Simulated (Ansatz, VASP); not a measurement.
## One calculation of Nb2B, two programs

```xyz
3
Lattice="4.4505 0.0000 0.0000 -2.2252 3.8542 0.0000 0.0000 0.0000 2.7615" Properties=species:S:1:pos:R:3 pbc="T T T"
Nb    0.0000    2.5695    1.3807
Nb    2.2252    1.2847    1.3807
B     0.0000    0.0000    1.3807
```

Alike in both runs: functional PBE; k mesh 6 × 6 × 6; occupations gaussian, width 0.1 eV; no spin polarisation.

Ansatz relaxed the structure, and its values are those at the end. VASP's run is a single point on that final structure, the one shown.

|  | VASP | Ansatz |
| --- | --- | --- |
| version | VASP 6.6.1 | Ansatz 0.2.0 |
| potentials or method | VASP PAW PBE potentials, release 64 (Nb_sv, B), cutoff 520 eV | scalar-relativistic, plane waves, PAW |
| valence electrons in the cell | 29 | 29 |

Ansatz gave:

* gap on the k mesh at the Fermi level (eV): none
* pressure (GPa): 0.0

Q: Estimate VASP's values.

A: gap on the k mesh at the Fermi level (eV): none; pressure (GPa): -0.2.

A gap of «none» marks a metal or a gap that the smearing closes.

The k mesh is coarse, so the values compare programs but aren't converged.
